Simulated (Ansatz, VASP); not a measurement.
## Rh in VASP and in Ansatz

```
Rh
1.0
     2.62660    0.00000    0.00000
    -1.31330    2.61439    0.00000
     0.00000    0.00000    7.76748
Rh
4
Direct
  0.00000 0.00000 0.00000
  0.33333 0.66667 0.25000
  0.00000 0.00000 0.50000
  0.66667 0.33333 0.75000
```

Change from the starting cell: strain +e along x and -e along y -0.0733, strain +e along z and -e/2 along x and y -0.1100.

Alike in both runs: task single point; functional PBEsol; k mesh 18 × 18 × 6; occupations gaussian, width 0.15 eV; no spin polarisation.

|  | VASP | Ansatz |
| --- | --- | --- |
| version | VASP 6.6.1 | Ansatz 0.2.0 |
| potentials or method | VASP PAW PBE potentials, release 64 (Rh_pv), cutoff 520 eV | scalar-relativistic, plane waves, PAW |
| valence electrons in the cell | 60 | 68 |

VASP gave:

* gap on the k mesh at the Fermi level (eV): none
* pressure (GPa): 17.2
* traceless stress, the component that is largest in VASP (GPa): 27.30
* rms of the force components (eV/Å): 0.282

**Question.** What did Ansatz give for the same quantities?

**Answer.** gap on the k mesh at the Fermi level (eV): none; pressure (GPa): 17.2; traceless stress, the component that is largest in VASP (GPa): 27.30; rms of the force components (eV/Å): 0.281.

VASP's potentials were made for PBE, not for PBEsol, and Ansatz warns of the same on its side. Atom by atom the forces differ by 0.001 eV/Å (rms over components). A gap of «none» marks a metal or a gap that the smearing closes. With one functional, cell and mesh, what is left measures potentials, basis and numerics. VASP's potentials hold 60 valence electrons a cell and Ansatz's 68, so a difference there can come from the potentials and not from the codes.
